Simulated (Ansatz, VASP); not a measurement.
# AlNi: VASP beside Ansatz

```
Al Ni
1.0
     2.89272    0.00000    0.00000
     0.00000    2.89272    0.00000
     0.00000    0.00000    2.89272
Al Ni
1 1
Direct
  0.97234 0.00000 0.00000
  0.51271 0.50000 0.50000
```

Change from the starting cell: mode 4 frozen in at -0.080 Å and mode 5 at +0.000 Å (largest displacements).

Alike in both runs: task single point; functional PBE; k mesh 16 × 16 × 16; occupations gaussian, width 0.15 eV; no spin polarisation.

|  | VASP | Ansatz |
| --- | --- | --- |
| version | VASP 6.6.1 | Ansatz 0.2.0 |
| potentials or method | VASP PAW PBE potentials, release 64 (Al, Ni), cutoff 520 eV | scalar-relativistic, plane waves, PAW |
| valence electrons in the cell | 13 | 21 |

Ansatz gave:

```
gap on the k mesh at the Fermi level (eV)                     : none
pressure (GPa)                                                : 0.9
traceless stress, the component that is largest in VASP (GPa) : -0.42
rms of the force components (eV/Å)                            : 0.382
```

Task: Which values does VASP return?

Result: gap on the k mesh at the Fermi level (eV): none; pressure (GPa): 0.9; traceless stress, the component that is largest in VASP (GPa): -0.43; rms of the force components (eV/Å): 0.384.

Atom by atom the forces differ by 0.002 eV/Å (rms over components). A gap of «none» marks a metal or a gap that the smearing closes. VASP's potentials hold 13 valence electrons a cell and Ansatz's 21, so a difference there can come from the potentials and not from the codes.
